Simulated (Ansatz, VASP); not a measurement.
**CuSn3 in VASP and in Ansatz**

Contents of INCAR:

```
PREC = Accurate
ENCUT = 520
EDIFF = 1E-7
ISMEAR = -1
SIGMA = 0.05
LREAL = False
LASPH = True
NELM = 100
ALGO = Fast
ISIF = 2
LWAVE = False
LCHARG = False
GGA = PE
NBANDS = 34
```

File KPOINTS:

```
Automatic mesh
0
Gamma
  8 8 8
```

File POSCAR:

```
CuSn3
1.0
   -2.2399030000      2.2399030000      4.8707040000
    2.2399030000     -2.2399030000      4.8707040000
    2.2399030000      2.2399030000     -4.8707040000
Sn Cu
3 1
Direct
    0.5000000000      0.5000000000      0.0000000000
    0.2500000000      0.7500000000      0.5000000000
    0.7500000000      0.2500000000      0.5000000000
    0.0000000000      0.0000000000      0.0000000000
```

File input.yaml:

```yaml
crystal:
  lattice:
    - [-2.239903, 2.239903, 4.870704]
    - [2.239903, -2.239903, 4.870704]
    - [2.239903, 2.239903, -4.870704]
  atoms:
    - { symbol: Sn, position: [0.5, 0.5, 0.0] }
    - { symbol: Sn, position: [0.25, 0.75, 0.5] }
    - { symbol: Sn, position: [0.75, 0.25, 0.5] }
    - { symbol: Cu, position: [0.0, 0.0, 0.0] }
kpoints:
  mp_grid: { grid: [8, 8, 8] }
  band_path:
    path:
      - [0.0, 0.0, 0.0]
      - [0.0, 0.0, 0.5]
      - [-0.1057413746, 0.1057413746, 0.5]
      - [-0.3028706873, 0.3028706873, 0.3028706873]
      - [0.0, 0.0, 0.0]
      - [0.5, 0.5, -0.5]
      - [0.3028706873, 0.6971293127, -0.3028706873]
      - [0.0, 0.5, 0.0]
    npoints: 10
scf:
  occupations: { method: fermi_dirac, width: 0.05 }
hamiltonian:
  xc: pbe
  pseudopotentials: { kind: all_electron, lapw: { basis_error: 0.002 } }
output:
  forces: true
  stress: true
  eigenvalues: true
```

Alike in both runs: functional PBE; k mesh 8 × 8 × 8; occupations fermi-dirac, width 0.05 eV; no spin polarisation.

```csv
,VASP,Ansatz
version,VASP 6.6.1,Ansatz 0.2.0
potentials or method,"VASP PAW PBE potentials, release 64 (Sn_d, Cu), cutoff 520 eV","all-electron LAPW, scalar-relativistic"
task,single point,band structure
```

|  | VASP | Ansatz | Ansatz less VASP |
| --- | --- | --- | --- |
| gap on the k mesh at the Fermi level (eV) | none | none | - |
| pressure (GPa) | -1.0 | -1.0 | +0.01 |
| traceless stress, the component that is largest in VASP (GPa) | -0.25 | -0.26 | -0.005 |

A gap of «none» marks a metal or a gap that the smearing closes. Ansatz ran all-electron here, and VASP with PAW potentials.
